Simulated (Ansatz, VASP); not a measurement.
Two plane-wave programs on Ni

```
Ni
1.0
     0.00000    1.73247    1.73247
     1.73247    0.00000    1.73247
     1.73247    1.73247    0.00000
Ni
1
Direct
  0.00000 0.00000 0.00000
```

Alike in both runs: functional PBEsol; k mesh 8 × 8 × 8; occupations gaussian, width 0.1 eV; collinear spin.

Ansatz relaxed the structure, and its values are those at the end. VASP's run is a single point on that final structure, the one shown.

```csv
,VASP,Ansatz
version,VASP 6.6.1,Ansatz 0.2.0
potentials or method,"VASP PAW PBE potentials, release 64 (Ni), cutoff 520 eV","scalar-relativistic, plane waves, PAW"
valence electrons in the cell,10,18
```

```csv
,VASP,Ansatz,Ansatz less VASP
gap on the k mesh at the Fermi level (eV),none,none,-
pressure (GPa),0.0,0.0,+0.03
net moment per atom (μB),0.70,0.70,0.000
size of the moment on the site where the two differ most (μB),0.70,0.73,+0.029
```

VASP's potentials were made for PBE, not for PBEsol. Site moments also hang on the region over which each program counts them. A gap of «none» marks a metal or a gap that the smearing closes. The functional is the same, so the differences come from potentials, cutoffs and numerics. VASP's potentials hold 10 valence electrons a cell and Ansatz's 18, so a difference there can come from the potentials and not from the codes.

The k mesh is coarse, so the values compare programs but aren't converged.
